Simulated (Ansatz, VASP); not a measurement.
# Al2Au in VASP and in Ansatz

Contents of INCAR:

```
SYSTEM = Al2Au
PREC = Accurate ; ENCUT = 520
EDIFF = 1E-6 ; ISMEAR = 0
SIGMA = 0.1 ; LREAL = .False.
LASPH = .True. ; NELM = 60
ALGO = Normal ; ISIF = 2
LWAVE = .False. ; LCHARG = .False.
GGA = PE ; NBANDS = 16
```

KPOINTS

```
Automatic mesh
0
Gamma
  12 12 12
  0 0 0
```

POSCAR

```
Al2Au
1.0
    0.0000000000      2.9091900000      2.9091900000
    2.9091900000      0.0000000000      2.9091900000
    2.9091900000      2.9091900000      0.0000000000
Al Au
2 1
Direct
    0.2500000000      0.2500000000      0.2500000000
    0.7500000000      0.7500000000      0.7500000000
    0.0000000000      0.0000000000      0.0000000000
```

Input for Ansatz:

```yaml
crystal:
  lattice:
    - [0.0, 2.90919, 2.90919]
    - [2.90919, 0.0, 2.90919]
    - [2.90919, 2.90919, 0.0]
  atoms:
    - { symbol: Al, position: [0.25, 0.25, 0.25] }
    - { symbol: Al, position: [0.75, 0.75, 0.75] }
    - { symbol: Au, position: [0.0, 0.0, 0.0] }
basis:
  ecutwfc: 420
kpoints:
  mp_grid: { grid: [12, 12, 12] }
hamiltonian:
  xc: pbe
scf:
  occupations: { method: gaussian, width: 0.1 }
output:
  forces: true
  stress: true
  eigenvalues: true
  populations: true
```

Alike in both runs: task single point; functional PBE; k mesh 12 × 12 × 12; occupations gaussian, width 0.1 eV; no spin polarisation.

```csv
,VASP,Ansatz
version,VASP 6.6.1,Ansatz 0.2.0
potentials or method,"VASP PAW PBE potentials, release 64 (Al, Au), cutoff 520 eV","scalar-relativistic, plane waves, PAW"
valence electrons in the cell,17,25
```

|  | VASP | Ansatz | Ansatz less VASP |
| --- | --- | --- | --- |
| gap on the k mesh at the Fermi level (eV) | none | none | - |
| pressure (GPa) | 16.8 | 17.2 | +0.34 |

A gap of «none» marks a metal or a gap that the smearing closes. VASP's potentials hold 17 valence electrons a cell and Ansatz's 25, so a difference there can come from the potentials and not from the codes.

Neither program's run includes spin-orbit coupling.
